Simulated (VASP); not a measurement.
Input of a VASP 6.6.1 run:

The input POSCAR:

```
Rh
1.0
    4.2673781655      0.0000000000      0.0000000000
   -2.1336890828      3.6956578989      0.0000000000
    0.0000000000      0.0000000000      2.6159028155
Rh
3
Direct
    0.0000000000      0.0000000000      0.0000000000
    0.3333333333      0.6666666667      0.5000000000
    0.6666666667      0.3333333333      0.5000000000
```

INCAR.step1

```
SYSTEM = Rh
PREC     = Accurate       ! precision mode
ENCUT    = 600            ! plane-wave cutoff, eV
ISMEAR   = -1             ! smearing method
SIGMA    = 0.1            ! smearing width, eV
LREAL    = .False.        ! projectors in reciprocal space
LASPH    = .True.         ! aspherical terms in the spheres
NELM     = 60             ! most SCF steps
GGA      = PE             ! functional
ALGO     = Normal         ! electronic algorithm
EDIFF    = 1E-4           ! SCF threshold, eV
LWAVE    = .True.         ! write WAVECAR
LCHARG   = .False.        ! write CHGCAR
```

Contents of INCAR.step2:

```
SYSTEM = Rh
PREC     = Accurate       ! precision mode
ENCUT    = 600            ! plane-wave cutoff, eV
EDIFF    = 1E-6           ! SCF threshold, eV
ISMEAR   = -1             ! smearing method
SIGMA    = 0.1            ! smearing width, eV
LREAL    = .False.        ! projectors in reciprocal space
LASPH    = .True.         ! aspherical terms in the spheres
NELM     = 60             ! most SCF steps
ALGO     = Normal         ! electronic algorithm
ISIF     = 3              ! what is computed and relaxed
LWAVE    = .False.        ! write WAVECAR
LCHARG   = .False.        ! write CHGCAR
METAGGA  = R2SCAN         ! meta-GGA
LMIXTAU  = .True.       
IBRION   = 2              ! ionic algorithm
NSW      = 80             ! ionic steps
EDIFFG   = -0.01          ! ionic threshold
ISTART   = 1
```

KPOINTS

```
Automatic mesh
0
Gamma
  9 9 12
  0 0 0
```

Potentials or basis: VASP PAW PBE potentials, release 64 (Rh_pv).

Run with:

```sh
$ cat potpaw_PBE.64/Rh_pv/POTCAR > POTCAR
$ cp INCAR.step1 INCAR
$ mpirun -np 1 vasp_std > vasp.out
$ cp INCAR.step2 INCAR
$ mpirun -np 1 vasp_std > vasp.out
```

(1) Estimate the space group after relaxing (to 0.05 Å).

(2) Estimate the relaxed volume.

(3) Estimate the relaxed cell.

Answers

(1) P6/mmm (No. 191).

(2) 14.17 Å³/atom.

(3) a = 4.308 Å, b = 4.308 Å, c = 2.644 Å, α = 90.00°, β = 90.00°, γ = 120.00°.

Caveat: the PAW data sets were made with another functional, which shifts forces and pressure a little.
